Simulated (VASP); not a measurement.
Here is a VASP 6.6.1 calculation.

INCAR

```
ALGO = Normal ; EDIFF = 1E-6
ENCUT = 520 ; GGA = PE
ISIF = 2 ; ISMEAR = 0
LASPH = True ; LCHARG = False
LREAL = False ; LWAVE = False
NBANDS = 16 ; NELM = 60
PREC = Accurate ; SIGMA = 0.05
```

KPOINTS

```
k-points
0
Gamma
  8 8 8
```

Contents of POSCAR:

```
CdS
1.0
    0.0000000000      2.9100000000      2.9100000000
    2.9100000000      0.0000000000      2.9100000000
    2.9100000000      2.9100000000      0.0000000000
Cd S
1 1
Direct
    0.0000000000      0.0000000000      0.0000000000
    0.7044389961      0.7500000000      0.7500000000
```

Potentials or basis: VASP PAW PBE potentials, release 64 (Cd, S).

Run with:

```sh
$ cat potpaw_PBE.64/Cd/POTCAR potpaw_PBE.64/S/POTCAR > POTCAR
$ mpirun -np 1 vasp_std > vasp.out
```

(1) Predict the largest force.

(2) What does it give for the band gap on the k mesh?

(3) What does it give for the pressure?

Results:

(1) 1.130 eV/Å.

(2) 1.17 eV, direct.

(3) 4.6 GPa.

Caveat: the cell differs from its parent crystal (all S atoms moved +0.188 Å, as atom 2 towards its neighbour atom 2 (S) at 4.115 Å); forces of over 1 eV/Å act on the atoms, so gaps and moduli don't describe the material at rest.
